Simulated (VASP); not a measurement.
TiO2, 6 atoms in the cell. Symmetry: P4_2/mnm, No. 136, tetragonal system. Conventional cell: a = 4.600 Å, b = 4.600 Å, c = 2.959 Å, α = 90.00°, β = 90.00°, γ = 90.00°. Ti (site symmetry mmm) has 6 O at 1.95 to 1.98 Å within 2.6 Å. O (site symmetry m2m) has 3 Ti at 1.95 to 1.98 Å and 1 O at 2.55 Å within 2.6 Å. 

```yaml
Program: VASP 6.6.1
Task: relaxation of cell and atoms
Functional: PBE
Potentials_or_basis: VASP PAW PBE potentials, release 64 (Ti_sv, O)
Cutoff: 600 eV
k_mesh: 6 × 6 × 9
Occupations: fermi-dirac, width 0.05 eV
Spin: no spin polarisation
Hubbard_terms: Ti d U = 3.0 eV
Dipole_correction: no
Further_INCAR_settings: ALGO = Normal; EDIFF = 1e-07; IBRION = 2; EDIFFG = -0.01; NSW = 60; ISIF = 3
```

Potentials or basis: VASP PAW PBE potentials, release 64 (Ti_sv, O).

The run is started by

```sh
$ cat potpaw_PBE.64/Ti_sv/POTCAR potpaw_PBE.64/O/POTCAR > POTCAR
$ mpirun -np 1 vasp_std > vasp.out
```

Hardware: 1 thread of Oxide Virtual Turin-like Processor (shared host).

Task: Estimate the wall time of this run.

Result: Wall time 12 min on 1 thread of Oxide Virtual Turin-like Processor (shared host), peak memory 0.21 GiB. Counts: scf iterations 65, k points 50, ion steps 6.
